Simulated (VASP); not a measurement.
# SnO (Pmn2_1) in VASP: single point with LDA

Aim: the single point of SnO with LDA.

Program: VASP 6.6.1. These are calculated values, not measurements. Logs are shortened: lines on timing, memory, paths and dates and some standing lists are left out, and cuts for length are marked.

**1. The cell of the first run**

Symmetry: Pmn2_1, No. 31, orthorhombic system. The conventional cell has a = 3.355 Å, b = 5.674 Å, c = 4.222 Å, α = 90.00°, β = 90.00°, γ = 90.00°. Within 2.8 Å of Sn (site symmetry m) lie 3 O at 2.15 to 2.16 Å. Within 2.8 Å of O (site symmetry m) lie 3 Sn at 2.15 to 2.16 Å.

**2. Single point, LDA**

File INCAR:

```
  PREC = Accurate
  ENCUT = 520
  EDIFF = 1E-7
  ISMEAR = 0
  SIGMA = 0.01
  LREAL = False
  LASPH = True
  NELM = 100
  ALGO = Normal
  ISIF = 2
  LWAVE = False
  LCHARG = False
  GGA = CA
  NBANDS = 28
```

File KPOINTS:

```
regular mesh
0
Gamma
  6 4 6
```

File POSCAR:

```
SnO
1.0
    3.3550050000      0.0000000000      0.0000000000
    0.0000000000      5.6741040000      0.0000000000
    0.0000000000      0.0000000000      4.2219700000
Sn O
2 2
Direct
    0.0000000000      0.2319089992      0.5131439991
    0.5000000000      0.7680910008      0.0131439991
    0.0000000000      0.8912500000      0.7368570004
    0.5000000000      0.1087500000      0.2368570004
```

Potentials or basis: VASP PAW LDA potentials, release 64 (Sn_d, O).

On the command line:

```
cat potpaw_LDA.64/Sn_d/POTCAR potpaw_LDA.64/O/POTCAR > POTCAR
mpirun -np 1 vasp_std > vasp.out
```

OUTCAR:

```text
PREC = Accurate
   ENCUT = 520
   EDIFF = 1E-7
   ISMEAR = 0
   LREAL = False
   LASPH = True
   NELM = 100
   ISIF = 2
   GGA = CA

 ion  position               nearest neighbor table
   1  0.000  0.232  0.513-   3 2.15   4 2.16   4 2.16
   2  0.500  0.768  0.013-   4 2.15   3 2.16   3 2.16
   3  0.000  0.891  0.737-   1 2.15   2 2.16   2 2.16
   4  0.500  0.109  0.237-   2 2.15   1 2.16   1 2.16

  LATTYP: Found a simple orthorhombic cell.
 ALAT       =     3.3550050000
 B/A-ratio  =     1.2584094510
 C/A-ratio  =     1.6912356315

  Lattice vectors:

 A1 = (  -3.3550050000,   0.0000000000,   0.0000000000)
 A2 = (   0.0000000000,   0.0000000000,   4.2219700000)
 A3 = (   0.0000000000,   5.6741040000,   0.0000000000)

Analysis of symmetry for initial positions (statically):
=====================================================================
 Subroutine PRICEL returns:
 Original cell was already a primitive cell.

 Routine SETGRP: Setting up the symmetry group for a
 simple orthorhombic supercell.

 Subroutine GETGRP returns: Found  4 space group operations
 (whereof  2 operations were pure point group operations)
 out of a pool of  8 trial point group operations.

The static configuration has the point symmetry C_1h.
 The point group associated with its full space group is C_2v.

Analysis of symmetry for dynamics (positions and initial velocities):
=====================================================================
 Subroutine PRICEL returns:
 Original cell was already a primitive cell.

 Routine SETGRP: Setting up the symmetry group for a
 simple orthorhombic supercell.

 Subroutine GETGRP returns: Found  4 space group operations
 (whereof  2 operations were pure point group operations)
 out of a pool of  8 trial point group operations.

The dynamic configuration has the point symmetry C_1h.
 The point group associated with its full space group is C_2v.

 Subroutine INISYM returns: Found  4 space group operations
 (whereof  2 operations are pure point group operations),
 and found     1 'primitive' translations

----------------------------------------------------------------------------------------

                                     Primitive cell

  volume of cell :      80.3722

  direct lattice vectors                    reciprocal lattice vectors
     3.355005000  0.000000000  0.000000000     0.298062149  0.000000000  0.000000000
     0.000000000  5.674104000  0.000000000     0.000000000  0.176239279  0.000000000
     0.000000000  0.000000000  4.221970000     0.000000000  0.000000000  0.236856254

  length of vectors
     3.355005000  5.674104000  4.221970000     0.298062149  0.176239279  0.236856254

  position of ions in fractional coordinates (direct lattice)
     0.000000000  0.231908999  0.513143999
     0.500000000  0.768091001  0.013143999
     0.000000000  0.891250000  0.736857000
     0.500000000  0.108750000  0.236857000

  ion indices of the primitive-cell ions
   primitive index   ion index
                 1           1
                 2           2
                 3           3
                 4           4

----------------------------------------------------------------------------------------

 KPOINTS: regular mesh

Automatic generation of k-mesh.
 Grid dimensions read from file:
 generate k-points for:    6    4    6

 Generating k-lattice:

  Cartesian coordinates                     Fractional coordinates (reciprocal lattice)
     0.049677025  0.000000000  0.000000000     0.166666667  0.000000000  0.000000000
     0.000000000  0.044059820  0.000000000     0.000000000  0.250000000  0.000000000
     0.000000000  0.000000000  0.039476042     0.000000000  0.000000000  0.166666667

  Length of vectors
     0.049677025  0.044059820  0.039476042

  Shift w.r.t. Gamma in fractional coordinates (k-lattice)
     0.000000000  0.000000000  0.000000000

 Subroutine IBZKPT returns following result:
 ===========================================

 Found     48 irreducible k-points:

 Following reciprocal coordinates:
            Coordinates               Weight
  0.000000  0.000000  0.000000      1.000000
  0.166667  0.000000  0.000000      2.000000
  0.333333  0.000000  0.000000      2.000000
  0.500000  0.000000  0.000000      1.000000
  0.000000  0.250000  0.000000      2.000000
  0.166667  0.250000  0.000000      4.000000
[... 16 lines left out ...]
  0.333333  0.500000  0.166667      4.000000
  0.500000  0.500000  0.166667      2.000000
 [... further k-points ...]
   k-points           NKPTS =     48   k-points in BZ     NKDIM =     48   number of bands    NBANDS=     28
   number of dos      NEDOS =    301   number of ions     NIONS =      4
   total plane-waves  NPLWV =  37632
   dimension x,y,z NGX =    28 NGY =   42 NGZ =   32
   dimension x,y,z NGXF=    56 NGYF=   84 NGZF=   64
   ions per type =               2   2
   NGX,Y,Z   is equivalent  to a cutoff of  13.87, 12.31, 12.60 a.u.
   NGXF,Y,Z  is equivalent  to a cutoff of  27.75, 24.61, 25.20 a.u.
 SYSTEM =  unknown system
   PREC   = accura    normal or accurate (medium, high low for compatibility)
   ISTART =      0    job   : 0-new  1-cont  2-samecut
   ICHARG =      2    charge: 1-file 2-atom 10-const
   ISPIN  =      1    spin polarized calculation?
   LNONCOLLINEAR =      F non collinear calculations
   LSORBIT =      F    spin-orbit coupling
   LASPH  =      T    aspherical Exc in radial PAW
   ENCUT  =  520.0 eV  38.22 Ry    6.18 a.u.   6.24 10.55  7.85*2*pi/ulx,y,z
   NELM   =    100;   NELMIN=  2; NELMDL= -5     # of ELM steps
   EDIFF  = 0.1E-06   stopping-criterion for ELM
   LREAL  =      F    real-space projection
   EDIFFG = 0.1E-05   stopping-criterion for IOM
   NSW    =      0    number of steps for IOM
   IBRION =     -1    ionic relax: 0-MD 1-quasi-New 2-CG
   NFREE  =      0    steps in history (QN), initial steepest desc. (CG)
   ISIF   =      2    stress and relaxation
   ISYM   =      2    0-nonsym 1-usesym 2-fastsym
   POTIM  = 0.5000    time-step for ionic-motion
   TEBEG  =    0.0;   TEEND  =   0.0 temperature during run
   PSTRESS=    0.0 pullay stress
   NELECT =      40.0000    total number of electrons
   NUPDOWN=      -1.0000    fix difference up-down
   EMIN   =  10.00;   EMAX   =-10.00  energy-range for DOS
   EFERMI =   0.00;   METHOD = LEGACY
   ISMEAR =     0;   SIGMA  =   0.01  broadening in eV -4-tet -1-fermi 0-gaus
   EFERMI_NEDOS =   21; number of points for ismear=-14 and -15
   IALGO  =     38    algorithm
   IMIX   =      4    mixing-type and parameters
     AMIX     =   0.40;   BMIX     =  1.00
     AMIX_MAG =   1.60;   BMIX_MAG =  1.00
  volume/ion in A,a.u.               =      20.09       135.59
  Fermi-wavevector in a.u.,A,eV,Ry     =   1.297357  2.451650 22.900458  1.683136
  Thomas-Fermi vector in A             =   2.428755
   LORBIT       =      0    0 simple, 1 ext, 2 COOP (PROOUT), +10 PAW based schemes
   GGA     = CA    functional components
   LHFCALC =     F    Hartree Fock is set to
   AEXX    =    0.0000 exact exchange contribution
   IVDW    =     0    specifies the selected vdW correction
   LEPSILON=     F    determine dielectric tensor
   LRPA    =     F    only Hartree local field effects (RPA)
 non-spin polarized calculation
 Gauss-broadening in eV      SIGMA  =   0.01
  energy-cutoff  :      520.00
  volume of cell :       80.37
 maximum number of plane-waves:      2182
 NGX is ok and might be reduce to    28
   NGX = 13   NGY = 21   NGZ = 15

 number of electron      39.9999992 magnetization

 Free energy of the ion-electron system (eV)
  ---------------------------------------------------
  ext. energy  EPLUGINS =         0.00000000
  ---------------------------------------------------
  free energy    TOTEN  =       -25.18290114 eV

  energy without entropy =      -25.18290114  energy(sigma->0) =      -25.18290114

 E-fermi :   4.6291     XC(G=0):  -9.9655

 val. band max:        4.5243252149   @ k =   0.0000   0.0000   0.0000
 cond. band min:       6.1226511500   @ k =   0.3333   0.5000   0.0000
 fundamental gap:      1.5983259352
 Fermi energy:         4.6290891165

 k-point     1 :       0.0000    0.0000    0.0000
  band No.  band energies     occupation
      1     -16.5526      2.00000
      2     -16.2461      2.00000
      3     -16.1600      2.00000
      4     -16.1358      2.00000
      5     -16.1090      2.00000
      6     -16.0758      2.00000
[... 20 lines left out ...]
     27      13.1713      0.00000
     28      13.7415      0.00000

 k-point     2 :       0.1667    0.0000    0.0000
  band No.  band energies     occupation
      1     -16.5409      2.00000
      2     -16.2444      2.00000
      3     -16.1773      2.00000
      4     -16.1432      2.00000
      5     -16.1214      2.00000
      6     -16.0767      2.00000
[... 20 lines left out ...]
     27      13.0982      0.00000
     28      13.9098      0.00000

 k-point     3 :       0.3333    0.0000    0.0000
  band No.  band energies     occupation
      1     -16.5338      2.00000
      2     -16.3970      2.00000
      3     -16.1315      2.00000
      4     -16.1192      2.00000
      5     -16.1022      2.00000
      6     -16.0837      2.00000
[... 20 lines left out ...]
     27      12.6266      0.00000
     28      14.1512      0.00000

 k-point     4 :       0.5000    0.0000    0.0000
  band No.  band energies     occupation
      1     -16.5063      2.00000
      2     -16.5063      2.00000
      3     -16.1204      2.00000
      4     -16.1204      2.00000
      5     -16.0863      2.00000
      6     -16.0863      2.00000
[... 20 lines left out ...]
     27      13.7680      0.00000
     28      13.7680      0.00000

 k-point     5 :       0.0000    0.2500    0.0000
  band No.  band energies     occupation
      1     -16.5486      2.00000
      2     -16.2483      2.00000
      3     -16.1566      2.00000
      4     -16.1343      2.00000
      5     -16.1105      2.00000
      6     -16.0798      2.00000
[... 20 lines left out ...]
     27      13.4409      0.00000
     28      13.9637      0.00000

 k-point     6 :       0.1667    0.2500    0.0000
  band No.  band energies     occupation
      1     -16.5389      2.00000
      2     -16.2442      2.00000
      3     -16.1798      2.00000
      4     -16.1416      2.00000
      5     -16.1195      2.00000
      6     -16.0789      2.00000
[... 463 lines left out ...]
      5     -16.1161      2.00000
      6     -16.0977      2.00000
[... 20 lines left out ...]
     27      13.6428      0.00000
     28      14.4027      0.00000

 k-point    22 :       0.1667    0.5000    0.1667
  band No.  band energies     occupation
      1     -16.5245      2.00000
      2     -16.2771      2.00000
      3     -16.1732      2.00000
      4     -16.1389      2.00000
      5     -16.1189      2.00000
      6     -16.0899      2.00000
[... 20 lines left out ...]
     27      13.8476      0.00000
     28      14.8335      0.00000

 k-point    23 :       0.3333    0.5000    0.1667
  band No.  band energies     occupation
      1     -16.5321      2.00000
      2     -16.4139      2.00000
      3     -16.1291      2.00000
      4     -16.1284      2.00000
      5     -16.0951      2.00000
      6     -16.0850      2.00000
[... 20 lines left out ...]
     27      13.6938      0.00000
     28      14.2067      0.00000

 k-point    24 :       0.5000    0.5000    0.1667
  band No.  band energies     occupation
      1     -16.5153      2.00000
      2     -16.5153      2.00000
      3     -16.1245      2.00000
      4     -16.1245      2.00000
      5     -16.0798      2.00000
      6     -16.0798      2.00000
[... 20 lines left out ...]
     27      13.6252      0.00000
     28      13.6252      0.00000

 [... further k-points ...]
[... 5 lines left out ...]
  --------------------------------------------------------------------------------------
  -------------------------------------------------------------------------------------
  Total       -3.0692911     -2.4327339     -2.3132841      0.0000000      0.0000000      0.0000000
  in kB      -61.1847321    -48.4952934    -46.1141225      0.0000000      0.0000000      0.0000000
  external PRESSURE =     -51.9313827 kB  Pullay stress =       0.0000000 kB

 VOLUME and BASIS-vectors are now :
 -----------------------------------------------------------------------------
  energy-cutoff  :      520.00
  volume of cell :       80.37
      direct lattice vectors                 reciprocal lattice vectors
     3.355005000  0.000000000  0.000000000     0.298062149  0.000000000  0.000000000
     0.000000000  5.674104000  0.000000000     0.000000000  0.176239279  0.000000000
     0.000000000  0.000000000  4.221970000     0.000000000  0.000000000  0.236856254

 POSITION                                       TOTAL-FORCE (eV/Angst)
 -----------------------------------------------------------------------------------
      0.00000      1.31588      2.16648         0.000000     -0.617849     -0.190806
      1.67750      4.35823      0.05549         0.000000      0.617849     -0.190806
      0.00000      5.05705      3.11099         0.000000      0.176676      0.190806
      1.67750      0.61706      1.00000         0.000000     -0.176676      0.190806
 -----------------------------------------------------------------------------------
    total drift:                                0.000000     -0.000000     -0.000108

  FREE ENERGIE OF THE ION-ELECTRON SYSTEM (eV)
  ---------------------------------------------------
  free  energy   TOTEN  =       -25.1829011367 eV

  energy  without entropy=      -25.1829011367  energy(sigma->0) =      -25.18290114
```

Run time: 51 s. Hardware: 1 thread of Intel Xeon Platinum 8488C (Sapphire Rapids), shared host; peak memory 0.21 GiB.

What came out:

| Quantity | Value |
| --- | --- |
| Free energy | -25.1829 eV |
| Pressure | -5.2 GPa |
| Largest force | 0.647 eV/Å |
| Band gap on the k mesh | 1.60 eV, indirect (least direct gap 2.35 eV) |

Forces in eV/Å, atoms in the order of the input:
```
Sn   0.000 -0.618 -0.191
Sn   0.000  0.618 -0.191
O    0.000  0.177  0.191
O    0.000 -0.177  0.191
```

Levels at points of the mesh, in eV from the valence-band top:
| k point | band 16 | band 17 | band 18 | band 19 | band 20 | band 21 | band 22 | band 23 | band 24 | band 25 |
| --- | --- | --- | --- | --- | --- | --- | --- | --- | --- | --- |
| (0.00, 0.00, 0.00) | -3.82 | -3.49 | -2.62 | -2.02 | 0.00 | 2.59 | 3.12 | 5.81 | 5.81 | 7.93 |
| (0.50, 0.00, 0.00) | -4.47 | -2.56 | -2.56 | -1.25 | -1.25 | 2.54 | 2.54 | 5.46 | 5.46 | 6.48 |
| (0.00, 0.50, 0.00) | -4.06 | -3.78 | -2.65 | -1.58 | -1.35 | 3.25 | 3.86 | 4.80 | 4.92 | 6.81 |
| (0.50, 0.50, 0.00) | -4.32 | -2.63 | -2.63 | -0.90 | -0.90 | 1.85 | 1.85 | 6.19 | 6.19 | 7.06 |
| (0.00, 0.00, 0.50) | -3.41 | -3.19 | -3.19 | -1.65 | -1.65 | 2.60 | 2.60 | 5.16 | 5.16 | 7.86 |
| (0.50, 0.00, 0.50) | -4.07 | -3.14 | -3.14 | -1.07 | -1.07 | 2.08 | 2.08 | 4.53 | 4.53 | 6.78 |
| (0.00, 0.50, 0.50) | -3.18 | -2.90 | -2.90 | -1.50 | -1.50 | 1.88 | 1.88 | 5.87 | 5.87 | 7.74 |
| (0.50, 0.50, 0.50) | -4.21 | -3.42 | -3.42 | -0.43 | -0.43 | 2.40 | 2.40 | 4.09 | 4.09 | 6.03 |

Caveat: spin-orbit coupling is left out, which moves the levels of the heavy elements. A k mesh can miss the band edges.
